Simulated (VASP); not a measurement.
# AlN (P6_3/mmc) in VASP: notebook

Aim: see how the results for AlN move with the level of theory and the settings. Levels: LDA, r2SCAN, HSE06. Tasks: single point.

Program: VASP 6.6.1. These are calculated values, not measurements. Logs are shortened: lines on timing, memory, paths and dates and some standing lists are left out, and cuts for length are marked.

## Step 1: The cell of the first run

Symmetry: P6_3/mmc, No. 194, hexagonal system. The conventional cell has a = 2.833 Å, b = 2.833 Å, c = 4.841 Å, α = 90.00°, β = 90.00°, γ = 120.00°. Within 2.7 Å of Al (site symmetry -3m) lie 6 N at 2.03 Å and 2 Al at 2.42 Å. Within 2.7 Å of N (site symmetry -6m2) lie 6 Al at 2.03 Å.

## Step 2: Single point, LDA

The input, INCAR:

```
SYSTEM = AlN
  PREC = Accurate
  ENCUT = 600
  EDIFF = 1E-6
  ISMEAR = 0
  SIGMA = 0.01
  LREAL = .FALSE.
  LASPH = .TRUE.
  NELM = 120
  ALGO = Normal
  ISIF = 2
  LWAVE = .FALSE.
  LCHARG = .FALSE.
  NBANDS = 16
  GGA_COMPAT = .FALSE.
```

The input, KPOINTS:

```
regular mesh
0
G
  6 6 4
  0 0 0
```

The input, POSCAR:

```
AlN
1.0
    2.8328531113      0.0000000000      0.0000000000
   -1.4164265556      2.4533227596      0.0000000000
    0.0000000000      0.0000000000      4.8410108371
Al N
2 2
Direct
    0.0000000000      0.0000000000      0.0000000000
    0.0000000000      0.0000000000      0.5000000000
    0.3333333333      0.6666666667      0.2500000000
    0.6666666667      0.3333333333      0.7500000000
```

Potentials or basis: VASP PAW LDA potentials, release 64 (Al, N).

Launch:

```console
> cat potpaw_LDA.64/Al/POTCAR potpaw_LDA.64/N/POTCAR > POTCAR
> mpirun -np 1 vasp_std > vasp.out
```

OUTCAR:

```text
SYSTEM = AlN
   PREC = Accurate
   ENCUT = 600
   EDIFF = 1E-6
   ISMEAR = 0
   LREAL = .FALSE.
   LASPH = .TRUE.
   NELM = 120
   ISIF = 2

 ion  position               nearest neighbor table
   1  0.000  0.000  0.000-   3 2.03   4 2.03   3 2.03   4 2.03   4 2.03   3 2.03   2 2.42   2 2.42

   2  0.000  0.000  0.500-   3 2.03   4 2.03   3 2.03   4 2.03   4 2.03   3 2.03   1 2.42   1 2.42

   3  0.333  0.667  0.250-   1 2.03   2 2.03   1 2.03   2 2.03   1 2.03   2 2.03
   4  0.667  0.333  0.750-   1 2.03   2 2.03   1 2.03   2 2.03   1 2.03   2 2.03

  LATTYP: Found a hexagonal cell.
 ALAT       =     2.8328531113
 C/A-ratio  =     1.7088816987

  Lattice vectors:

 A1 = (   2.8328531113,   0.0000000000,   0.0000000000)
 A2 = (  -1.4164265556,   2.4533227596,   0.0000000000)
 A3 = (   0.0000000000,   0.0000000000,   4.8410108371)

Analysis of symmetry for initial positions (statically):
=====================================================================
 Subroutine PRICEL returns:
 Original cell was already a primitive cell.

 Routine SETGRP: Setting up the symmetry group for a
 hexagonal supercell.

 Subroutine GETGRP returns: Found 24 space group operations
 (whereof 12 operations were pure point group operations)
 out of a pool of 24 trial point group operations.

The static configuration has the point symmetry D_3d.
 The point group associated with its full space group is D_6h.

Analysis of symmetry for dynamics (positions and initial velocities):
=====================================================================
 Subroutine PRICEL returns:
 Original cell was already a primitive cell.

 Routine SETGRP: Setting up the symmetry group for a
 hexagonal supercell.

 Subroutine GETGRP returns: Found 24 space group operations
 (whereof 12 operations were pure point group operations)
 out of a pool of 24 trial point group operations.

The dynamic configuration has the point symmetry D_3d.
 The point group associated with its full space group is D_6h.

 Subroutine INISYM returns: Found 24 space group operations
 (whereof 12 operations are pure point group operations),
 and found     1 'primitive' translations

----------------------------------------------------------------------------------------

                                     Primitive cell

  volume of cell :      33.6446

  direct lattice vectors                    reciprocal lattice vectors
     2.832853111  0.000000000  0.000000000     0.353001007  0.203805226  0.000000000
    -1.416426556  2.453322760  0.000000000     0.000000000  0.407610452  0.000000000
     0.000000000  0.000000000  4.841010837     0.000000000  0.000000000  0.206568428

  length of vectors
     2.832853111  2.832853111  4.841010837     0.407610452  0.407610452  0.206568428

  position of ions in fractional coordinates (direct lattice)
     0.000000000  0.000000000  0.000000000
     0.000000000  0.000000000  0.500000000
     0.333333333  0.666666667  0.250000000
     0.666666667  0.333333333  0.750000000

  ion indices of the primitive-cell ions
   primitive index   ion index
                 1           1
                 2           2
                 3           3
                 4           4

----------------------------------------------------------------------------------------

 KPOINTS: regular mesh

Automatic generation of k-mesh.
 Grid dimensions read from file:
 generate k-points for:    6    6    4

 Generating k-lattice:

  Cartesian coordinates                     Fractional coordinates (reciprocal lattice)
     0.058833501  0.033967538  0.000000000     0.166666667 -0.000000000  0.000000000
     0.000000000  0.067935075  0.000000000     0.000000000  0.166666667  0.000000000
     0.000000000  0.000000000  0.051642107     0.000000000  0.000000000  0.250000000

  Length of vectors
     0.067935075  0.067935075  0.051642107

  Shift w.r.t. Gamma in fractional coordinates (k-lattice)
     0.000000000  0.000000000  0.000000000

 Subroutine IBZKPT returns following result:
 ===========================================

 Found     21 irreducible k-points:

 Following reciprocal coordinates:
            Coordinates               Weight
  0.000000  0.000000  0.000000      1.000000
  0.166667  0.000000  0.000000      6.000000
  0.333333 -0.000000  0.000000      6.000000
  0.500000  0.000000  0.000000      3.000000
  0.166667  0.166667  0.000000      6.000000
  0.333333  0.166667  0.000000     12.000000
[... 13 lines left out ...]
  0.333333  0.166667  0.500000     12.000000
  0.333333  0.333333  0.500000      2.000000
   k-points           NKPTS =     21   k-points in BZ     NKDIM =     21   number of bands    NBANDS=     16
   number of dos      NEDOS =    301   number of ions     NIONS =      4
   total plane-waves  NPLWV =  23040
   dimension x,y,z NGX =    24 NGY =   24 NGZ =   40
   dimension x,y,z NGXF=    48 NGYF=   48 NGZF=   80
   ions per type =               2   2
   NGX,Y,Z   is equivalent  to a cutoff of  14.08, 14.08, 13.74 a.u.
   NGXF,Y,Z  is equivalent  to a cutoff of  28.17, 28.17, 27.47 a.u.
 SYSTEM =  AlN
   PREC   = accura    normal or accurate (medium, high low for compatibility)
   ISTART =      0    job   : 0-new  1-cont  2-samecut
   ICHARG =      2    charge: 1-file 2-atom 10-const
   ISPIN  =      1    spin polarized calculation?
   LNONCOLLINEAR =      F non collinear calculations
   LSORBIT =      F    spin-orbit coupling
   LASPH  =      T    aspherical Exc in radial PAW
   ENCUT  =  600.0 eV  44.10 Ry    6.64 a.u.   5.66  5.66  9.67*2*pi/ulx,y,z
   NELM   =    120;   NELMIN=  2; NELMDL= -5     # of ELM steps
   EDIFF  = 0.1E-05   stopping-criterion for ELM
   LREAL  =      F    real-space projection
[... 7 lines left out ...]
   TEBEG  =    0.0;   TEEND  =   0.0 temperature during run
   PSTRESS=    0.0 pullay stress
   NELECT =      16.0000    total number of electrons
   NUPDOWN=      -1.0000    fix difference up-down
   EMIN   =  10.00;   EMAX   =-10.00  energy-range for DOS
   EFERMI =   0.00;   METHOD = LEGACY
   ISMEAR =     0;   SIGMA  =   0.01  broadening in eV -4-tet -1-fermi 0-gaus
   EFERMI_NEDOS =   21; number of points for ismear=-14 and -15
   IALGO  =     38    algorithm
   IMIX   =      4    mixing-type and parameters
     AMIX     =   0.40;   BMIX     =  1.00
     AMIX_MAG =   1.60;   BMIX_MAG =  1.00
  volume/ion in A,a.u.               =       8.41        56.76
  Fermi-wavevector in a.u.,A,eV,Ry     =   1.277840  2.414768 22.216622  1.632876
  Thomas-Fermi vector in A             =   2.410417
   LORBIT       =      0    0 simple, 1 ext, 2 COOP (PROOUT), +10 PAW based schemes
   GGA     = CA    functional components
   LHFCALC =     F    Hartree Fock is set to
   AEXX    =    0.0000 exact exchange contribution
   IVDW    =     0    specifies the selected vdW correction
   LEPSILON=     F    determine dielectric tensor
   LRPA    =     F    only Hartree local field effects (RPA)
 non-spin polarized calculation
 Gauss-broadening in eV      SIGMA  =   0.01
  energy-cutoff  :      600.00
  volume of cell :       33.64
 maximum number of plane-waves:      1135
 NGX is ok and might be reduce to    24
   NGX = 11   NGY = 11   NGZ = 19

 number of electron      15.9999999 magnetization

 Free energy of the ion-electron system (eV)
  ---------------------------------------------------
  ext. energy  EPLUGINS =         0.00000000
  ---------------------------------------------------
  free energy    TOTEN  =       -31.78165755 eV

  energy without entropy =      -31.78165755  energy(sigma->0) =      -31.78165755

 E-fermi :   9.6001     XC(G=0): -12.4725

 val. band max:        9.5515514669   @ k =   0.0000   0.0000   0.0000
 cond. band min:      14.4551218402   @ k =   0.5000   0.0000   0.2500
 fundamental gap:      4.9035703733
 Fermi energy:         9.6000966375

 k-point     1 :       0.0000    0.0000    0.0000
  band No.  band energies     occupation
      1      -7.8190      2.00000
      2      -4.8202      2.00000
      3       0.9092      2.00000
      4       8.6935      2.00000
      5       8.6935      2.00000
      6       8.9943      2.00000
[... 8 lines left out ...]
     15      22.7462      0.00000
     16      22.7462      0.00000

 k-point     2 :       0.1667    0.0000    0.0000
  band No.  band energies     occupation
      1      -7.3033      2.00000
      2      -4.4771      2.00000
      3       1.4608      2.00000
      4       6.5812      2.00000
      5       7.6909      2.00000
      6       8.1442      2.00000
[... 8 lines left out ...]
     15      22.2207      0.00000
     16      22.9835      0.00000

 k-point     3 :       0.3333   -0.0000    0.0000
  band No.  band energies     occupation
      1      -5.8876      2.00000
      2      -3.7451      2.00000
      3       2.9823      2.00000
      4       3.3448      2.00000
      5       4.8417      2.00000
      6       7.3162      2.00000
[... 8 lines left out ...]
     15      21.2250      0.00000
     16      25.2695      0.00000

 k-point     4 :       0.5000    0.0000    0.0000
  band No.  band energies     occupation
      1      -4.4996      2.00000
      2      -3.7302      2.00000
      3       1.9581      2.00000
      4       3.3250      2.00000
      5       4.4764      2.00000
      6       6.4541      2.00000
[... 8 lines left out ...]
     15      21.7535      0.00000
     16      25.2704      0.00000
[... 267 lines left out ...]
 k-point    19 :       0.1667    0.1667    0.5000
  band No.  band energies     occupation
      1      -5.3526      2.00000
      2      -5.3526      2.00000
      3       4.1674      2.00000
      4       4.1674      2.00000
      5       6.3008      2.00000
      6       6.3008      2.00000
[... 8 lines left out ...]
     15      22.0026      0.00000
     16      22.0026      0.00000

 k-point    20 :       0.3333    0.1667    0.5000
  band No.  band energies     occupation
      1      -4.1339      2.00000
      2      -4.1339      2.00000
      3       2.4924      2.00000
      4       2.4924      2.00000
      5       5.5021      2.00000
      6       5.5021      2.00000
[... 8 lines left out ...]
     15      22.3166      0.00000
     16      22.3166      0.00000

 k-point    21 :       0.3333    0.3333    0.5000
  band No.  band energies     occupation
      1      -3.6389      2.00000
      2      -3.6389      2.00000
      3       3.2152      2.00000
      4       3.2152      2.00000
      5       3.3479      2.00000
      6       3.3479      2.00000
[... 8 lines left out ...]
     15      21.7331      0.00000
     16      21.7331      0.00000

------------------------ aborting loop because EDIFF is reached ----------------------------------------

  FORCE on cell =-STRESS in cart. coord.  units (eV):
  Direction    XX          YY          ZZ          XY          YZ          ZX
  --------------------------------------------------------------------------------------
  -------------------------------------------------------------------------------------
  Total       -1.0474743     -1.0474743     -0.9594330     -0.0000000      0.0000000     -0.0000000
  in kB      -49.8814593    -49.8814593    -45.6888735     -0.0000000      0.0000000     -0.0000000
  external PRESSURE =     -48.4839307 kB  Pullay stress =       0.0000000 kB

 VOLUME and BASIS-vectors are now :
 -----------------------------------------------------------------------------
  energy-cutoff  :      600.00
  volume of cell :       33.64
      direct lattice vectors                 reciprocal lattice vectors
     2.832853111  0.000000000  0.000000000     0.353001007  0.203805226  0.000000000
    -1.416426556  2.453322760  0.000000000     0.000000000  0.407610452  0.000000000
     0.000000000  0.000000000  4.841010837     0.000000000  0.000000000  0.206568428

 POSITION                                       TOTAL-FORCE (eV/Angst)
 -----------------------------------------------------------------------------------
      0.00000      0.00000      0.00000        -0.000000     -0.000000      0.000000
      0.00000      0.00000      2.42051        -0.000000     -0.000000      0.000000
     -0.00000      1.63555      1.21025        -0.000000     -0.000000     -0.000000
      1.41643      0.81777      3.63076         0.000000      0.000000      0.000000
 -----------------------------------------------------------------------------------
    total drift:                               -0.000000      0.000000     -0.000000

  FREE ENERGIE OF THE ION-ELECTRON SYSTEM (eV)
  ---------------------------------------------------
  free  energy   TOTEN  =       -31.7816575503 eV

  energy  without entropy=      -31.7816575503  energy(sigma->0) =      -31.78165755
```

Wall time 6.2 s (1 thread of AMD EPYC 9R45 (Zen 5), shared host); peak memory 0.11 GiB.

Results:

| Quantity | Value |
| --- | --- |
| Free energy | -31.7817 eV |
| Pressure | -4.8 GPa |
| Band gap on the k mesh | 4.90 eV, indirect (least direct gap 5.26 eV) |

Stress tensor (GPa, compression positive):
```
-4.99  0.00  0.00
 0.00 -4.99  0.00
 0.00  0.00 -4.57
```

Levels at points of the mesh, in eV from the valence-band top:
```csv
k point,band 4,band 5,band 6,band 7,band 8,band 9,band 10,band 11,band 12,band 13
"(0.00, 0.00, 0.00)",-0.86,-0.86,-0.56,0.00,0.00,5.26,6.37,8.87,12.25,12.25
"(0.50, 0.00, 0.00)",-6.23,-5.08,-3.10,-2.58,-1.10,5.24,6.21,6.61,10.64,10.82
"(0.00, 0.00, 0.50)",-4.90,-0.44,-0.44,-0.44,-0.44,6.65,6.65,10.31,10.31,11.76
"(0.50, 0.00, 0.50)",-7.82,-2.68,-2.68,-1.92,-1.92,5.54,5.54,7.01,7.01,12.73
```

Caveat: the k points lie up to 0.43 Å⁻¹ apart. A k mesh can miss the band edges.

(Part 1 of 2 ends here.)
